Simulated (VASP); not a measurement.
# NaCl (Fmmm) in VASP: single point with PBE

Aim: the single point of NaCl with PBE.

Program: VASP 6.6.1. These are calculated values, not measurements. Logs are shortened: lines on timing, memory, paths and dates and some standing lists are left out, and cuts for length are marked.

### Step 1. The cell of the first run

The structure is orthorhombic, space group Fmmm (No. 69). The conventional cell has a = 5.593 Å, b = 5.663 Å, c = 5.734 Å, α = 90.00°, β = 90.00°, γ = 90.00°. Within 3.7 Å of Na (site symmetry mmm) lie 6 Cl at 2.80 to 2.87 Å. Within 3.7 Å of Cl (site symmetry mmm) lie 6 Na at 2.80 to 2.87 Å.

### Step 2. Single point, PBE (strain +0.0125 x Voigt [1, -1, 0, 0, 0, 0])

File INCAR:

```
ALGO = Normal
EDIFF = 1E-7
ENCUT = 520
GGA = PE
ISIF = 2
ISMEAR = 0
LASPH = True
LCHARG = False
LREAL = False
LWAVE = False
NBANDS = 14
NELM = 100
PREC = Accurate
SIGMA = 0.05
```

File KPOINTS:

```
k-points
0
Gamma
  8 8 8
```

File POSCAR:

```
NaCl
1.0
    0.0000000000      2.7963531250      2.8317500000
    2.8671468750      0.0000000000      2.8317500000
    2.8671468750      2.7963531250      0.0000000000
Na Cl
1 1
Direct
    0.0000000000      0.0000000000      0.0000000000
    0.5000000000      0.5000000000      0.5000000000
```

Potentials or basis: VASP PAW PBE potentials, release 64 (Na_pv, Cl).

Launch:

```
cat potpaw_PBE.64/Na_pv/POTCAR potpaw_PBE.64/Cl/POTCAR > POTCAR
mpirun -np 1 vasp_std > vasp.out
```

OUTCAR:

```text
EDIFF = 1E-7
   ENCUT = 520
   GGA = PE
   ISIF = 2
   ISMEAR = 0
   LASPH = True
   LREAL = False
   NELM = 100
   PREC = Accurate

 ion  position               nearest neighbor table
   1  0.000  0.000  0.000-
   2  0.500  0.500  0.500-

  LATTYP: Found a face centered orthorhombic cell.
 ALAT       =     5.5927062500
 B/A-ratio  =     1.0126582278
 C/A-ratio  =     1.0253164557

  Lattice vectors:

 A1 = (  -2.8671468750,   0.0000000000,  -2.8317500000)
 A2 = (  -2.8671468750,   2.7963531250,   0.0000000000)
 A3 = (   0.0000000000,   2.7963531250,  -2.8317500000)

Analysis of symmetry for initial positions (statically):
=====================================================================
 Subroutine PRICEL returns:
 Original cell was already a primitive cell.

 Routine SETGRP: Setting up the symmetry group for a
 face centered orthorhombic supercell.

 Subroutine GETGRP returns: Found  8 space group operations
 (whereof  8 operations were pure point group operations)
 out of a pool of  8 trial point group operations.

The static configuration has the point symmetry D_2h.

Analysis of symmetry for dynamics (positions and initial velocities):
=====================================================================
 Subroutine PRICEL returns:
 Original cell was already a primitive cell.

 Routine SETGRP: Setting up the symmetry group for a
 face centered orthorhombic supercell.

 Subroutine GETGRP returns: Found  8 space group operations
 (whereof  8 operations were pure point group operations)
 out of a pool of  8 trial point group operations.

The dynamic configuration has the point symmetry D_2h.

 Subroutine INISYM returns: Found  8 space group operations
 (whereof  8 operations are pure point group operations),
 and found     1 'primitive' translations

----------------------------------------------------------------------------------------

                                     Primitive cell

  volume of cell :      45.4074

  direct lattice vectors                    reciprocal lattice vectors
     0.000000000  2.796353125  2.831750000    -0.174389392  0.178804313  0.176569259
     2.867146875  0.000000000  2.831750000     0.174389392 -0.178804313  0.176569259
     2.867146875  2.796353125  0.000000000     0.174389392  0.178804313 -0.176569259

  length of vectors
     3.979748593  4.029806356  4.005012110     0.305874722  0.305874722  0.305874722

  position of ions in fractional coordinates (direct lattice)
     0.000000000  0.000000000  0.000000000
     0.500000000  0.500000000  0.500000000

  ion indices of the primitive-cell ions
   primitive index   ion index
                 1           1
                 2           2

----------------------------------------------------------------------------------------

 KPOINTS: k-points

Automatic generation of k-mesh.
 Grid dimensions read from file:
 generate k-points for:    8    8    8

 Generating k-lattice:

  Cartesian coordinates                     Fractional coordinates (reciprocal lattice)
    -0.021798674  0.022350539  0.022071157     0.125000000  0.000000000  0.000000000
     0.021798674 -0.022350539  0.022071157     0.000000000  0.125000000  0.000000000
     0.021798674  0.022350539 -0.022071157     0.000000000  0.000000000  0.125000000

  Length of vectors
     0.038234340  0.038234340  0.038234340

  Shift w.r.t. Gamma in fractional coordinates (k-lattice)
     0.000000000  0.000000000  0.000000000

 Subroutine IBZKPT returns following result:
 ===========================================

 Found     95 irreducible k-points:

 Following reciprocal coordinates:
            Coordinates               Weight
  0.000000  0.000000  0.000000      1.000000
  0.125000  0.000000  0.000000      8.000000
  0.250000  0.000000  0.000000      8.000000
  0.375000  0.000000  0.000000      8.000000
  0.500000  0.000000  0.000000      4.000000
  0.125000  0.125000  0.000000      2.000000
[... 16 lines left out ...]
  0.250000  0.000000  0.125000      8.000000
  0.375000  0.000000  0.125000      8.000000
 [... further k-points ...]
   k-points           NKPTS =     95   k-points in BZ     NKDIM =     95   number of bands    NBANDS=     14
   number of dos      NEDOS =    301   number of ions     NIONS =      2
   total plane-waves  NPLWV =  27000
   dimension x,y,z NGX =    30 NGY =   30 NGZ =   30
   dimension x,y,z NGXF=    60 NGYF=   60 NGZF=   60
   ions per type =               1   1
   NGX,Y,Z   is equivalent  to a cutoff of  12.53, 12.38, 12.45 a.u.
   NGXF,Y,Z  is equivalent  to a cutoff of  25.06, 24.75, 24.91 a.u.
 SYSTEM =  unknown system
   PREC   = accura    normal or accurate (medium, high low for compatibility)
   ISTART =      0    job   : 0-new  1-cont  2-samecut
   ICHARG =      2    charge: 1-file 2-atom 10-const
   ISPIN  =      1    spin polarized calculation?
   LNONCOLLINEAR =      F non collinear calculations
   LSORBIT =      F    spin-orbit coupling
   LASPH  =      T    aspherical Exc in radial PAW
   ENCUT  =  520.0 eV  38.22 Ry    6.18 a.u.   7.40  7.49  7.45*2*pi/ulx,y,z
   NELM   =    100;   NELMIN=  2; NELMDL= -5     # of ELM steps
   EDIFF  = 0.1E-06   stopping-criterion for ELM
   LREAL  =      F    real-space projection
   EDIFFG = 0.1E-05   stopping-criterion for IOM
   NSW    =      0    number of steps for IOM
   IBRION =     -1    ionic relax: 0-MD 1-quasi-New 2-CG
   NFREE  =      0    steps in history (QN), initial steepest desc. (CG)
   ISIF   =      2    stress and relaxation
   ISYM   =      2    0-nonsym 1-usesym 2-fastsym
   POTIM  = 0.5000    time-step for ionic-motion
   TEBEG  =    0.0;   TEEND  =   0.0 temperature during run
   PSTRESS=    0.0 pullay stress
   NELECT =      14.0000    total number of electrons
   NUPDOWN=      -1.0000    fix difference up-down
   EMIN   =  10.00;   EMAX   =-10.00  energy-range for DOS
   EFERMI =   0.00;   METHOD = LEGACY
   ISMEAR =     0;   SIGMA  =   0.05  broadening in eV -4-tet -1-fermi 0-gaus
   EFERMI_NEDOS =   21; number of points for ismear=-14 and -15
   IALGO  =     38    algorithm
   IMIX   =      4    mixing-type and parameters
     AMIX     =   0.40;   BMIX     =  1.00
     AMIX_MAG =   1.60;   BMIX_MAG =  1.00
  volume/ion in A,a.u.               =      22.70       153.21
  Fermi-wavevector in a.u.,A,eV,Ry     =   1.105966  2.089973 16.642122  1.223161
  Thomas-Fermi vector in A             =   2.242461
   LORBIT       =      0    0 simple, 1 ext, 2 COOP (PROOUT), +10 PAW based schemes
   GGA     = PE    functional components
   LHFCALC =     F    Hartree Fock is set to
   AEXX    =    0.0000 exact exchange contribution
   IVDW    =     0    specifies the selected vdW correction
   LEPSILON=     F    determine dielectric tensor
   LRPA    =     F    only Hartree local field effects (RPA)
 non-spin polarized calculation
 Gauss-broadening in eV      SIGMA  =   0.05
  energy-cutoff  :      520.00
  volume of cell :       45.41
 maximum number of plane-waves:      1243
 NGX is ok and might be reduce to    30
   NGX = 15   NGY = 15   NGZ = 15

 number of electron      13.9999995 magnetization

 Free energy of the ion-electron system (eV)
  ---------------------------------------------------
  ext. energy  EPLUGINS =         0.00000000
  ---------------------------------------------------
  free energy    TOTEN  =        -6.77503299 eV

  energy without entropy =       -6.77503299  energy(sigma->0) =       -6.77503299

 E-fermi :  -0.5382     XC(G=0):  -8.1129

 val. band max:       -0.7932438387   @ k =   0.0000   0.0000   0.0000
 cond. band min:       4.2581634543   @ k =   0.0000   0.0000   0.0000
 fundamental gap:      5.0514072930
 Fermi energy:        -0.5381604854

 k-point     1 :       0.0000    0.0000    0.0000
  band No.  band energies     occupation
      1     -21.6455      2.00000
      2     -21.6433      2.00000
      3     -21.6414      2.00000
      4     -13.4343      2.00000
      5      -0.8134      2.00000
      6      -0.8019      2.00000
      7      -0.7932      2.00000
      8       4.2582      0.00000
      9      10.2147      0.00000
     10      10.3075      0.00000
     11      10.4005      0.00000
     12      12.3179      0.00000
     13      12.5800      0.00000
     14      14.0405      0.00000

 k-point     2 :       0.1250    0.0000    0.0000
  band No.  band energies     occupation
      1     -21.6481      2.00000
      2     -21.6446      2.00000
      3     -21.6423      2.00000
      4     -13.3890      2.00000
      5      -1.1644      2.00000
      6      -0.8451      2.00000
      7      -0.8394      2.00000
      8       4.7487      0.00000
      9       9.7613      0.00000
     10      10.4364      0.00000
     11      10.5565      0.00000
     12      12.0731      0.00000
     13      12.2923      0.00000
     14      14.9323      0.00000

 k-point     3 :       0.2500    0.0000    0.0000
  band No.  band energies     occupation
      1     -21.6574      2.00000
      2     -21.6458      2.00000
      3     -21.6430      2.00000
      4     -13.2765      2.00000
      5      -1.8779      2.00000
      6      -0.9389      2.00000
      7      -0.9311      2.00000
      8       5.7237      0.00000
      9       9.1820      0.00000
     10      10.4751      0.00000
     11      10.6701      0.00000
     12      12.3542      0.00000
     13      12.4373      0.00000
     14      14.7228      0.00000

 k-point     4 :       0.3750    0.0000    0.0000
  band No.  band energies     occupation
      1     -21.6670      2.00000
      2     -21.6467      2.00000
      3     -21.6436      2.00000
      4     -13.1594      2.00000
      5      -2.4676      2.00000
      6      -1.0339      2.00000
      7      -1.0137      2.00000
      8       6.3351      0.00000
      9       9.3669      0.00000
     10      10.1741      0.00000
     11      10.3907      0.00000
     12      13.7256      0.00000
     13      13.7408      0.00000
     14      14.2222      0.00000

 k-point     5 :       0.5000    0.0000    0.0000
  band No.  band energies     occupation
      1     -21.6709      2.00000
      2     -21.6471      2.00000
      3     -21.6439      2.00000
      4     -13.1094      2.00000
      5      -2.6894      2.00000
      6      -1.0721      2.00000
      7      -1.0470      2.00000
      8       6.4486      0.00000
      9       9.7210      0.00000
     10      10.0353      0.00000
     11      10.2519      0.00000
[... 276 lines left out ...]
 k-point    22 :       0.1250    0.0000    0.1250
  band No.  band energies     occupation
      1     -21.6466      2.00000
      2     -21.6455      2.00000
      3     -21.6446      2.00000
      4     -13.3723      2.00000
      5      -1.2007      2.00000
      6      -0.9049      2.00000
      7      -0.8907      2.00000
      8       4.9172      0.00000
      9       9.5285      0.00000
     10      10.5817      0.00000
     11      10.6417      0.00000
     12      11.6006      0.00000
     13      12.5600      0.00000
     14      15.4777      0.00000

 k-point    23 :       0.2500    0.0000    0.1250
  band No.  band energies     occupation
      1     -21.6539      2.00000
      2     -21.6471      2.00000
      3     -21.6446      2.00000
      4     -13.2833      2.00000
      5      -1.7209      2.00000
      6      -1.0068      2.00000
      7      -0.9872      2.00000
      8       5.7508      0.00000
      9       8.9213      0.00000
     10      10.5134      0.00000
     11      10.8553      0.00000
     12      11.5392      0.00000
     13      12.8849      0.00000
     14      15.8616      0.00000

 k-point    24 :       0.3750    0.0000    0.1250
  band No.  band energies     occupation
      1     -21.6632      2.00000
      2     -21.6479      2.00000
      3     -21.6451      2.00000
      4     -13.1707      2.00000
      5      -2.2804      2.00000
      6      -1.1165      2.00000
      7      -1.0970      2.00000
      8       6.5562      0.00000
      9       8.8852      0.00000
     10       9.9122      0.00000
     11      10.6375      0.00000
     12      12.6732      0.00000
     13      14.0761      0.00000
     14      15.3964      0.00000

 [... further k-points ...]
[... 5 lines left out ...]
  --------------------------------------------------------------------------------------
  -------------------------------------------------------------------------------------
  Total       -0.0169889      0.2632480      0.1126436      0.0000000     -0.0000000      0.0000000
  in kB       -0.5994459      9.2885696      3.9745726      0.0000000     -0.0000000      0.0000000
  external PRESSURE =       4.2212321 kB  Pullay stress =       0.0000000 kB

 VOLUME and BASIS-vectors are now :
 -----------------------------------------------------------------------------
  energy-cutoff  :      520.00
  volume of cell :       45.41
      direct lattice vectors                 reciprocal lattice vectors
     0.000000000  2.796353125  2.831750000    -0.174389392  0.178804313  0.176569259
     2.867146875  0.000000000  2.831750000     0.174389392 -0.178804313  0.176569259
     2.867146875  2.796353125  0.000000000     0.174389392  0.178804313 -0.176569259

 POSITION                                       TOTAL-FORCE (eV/Angst)
 -----------------------------------------------------------------------------------
      0.00000      0.00000      0.00000         0.000000     -0.000000      0.000000
      2.86715      2.79635      2.83175         0.000000      0.000000     -0.000000
 -----------------------------------------------------------------------------------
    total drift:                               -0.000000      0.000000      0.000000

  FREE ENERGIE OF THE ION-ELECTRON SYSTEM (eV)
  ---------------------------------------------------
  free  energy   TOTEN  =        -6.7750329890 eV

  energy  without entropy=       -6.7750329890  energy(sigma->0) =       -6.77503299
```

Run time: 39 s. Hardware: 1 thread of Intel Xeon Platinum 8559C (Emerald Rapids), shared host; peak memory 0.19 GiB.

Results:

```yaml
Free_energy: -6.7750 eV
Pressure: 0.4 GPa
Band_gap_on_the_k_mesh: 5.05 eV, direct
```

Caveat: the cell differs from its parent crystal (strain +0.0125 x Voigt [1, -1, 0, 0, 0, 0]). A k mesh can miss the band edges.
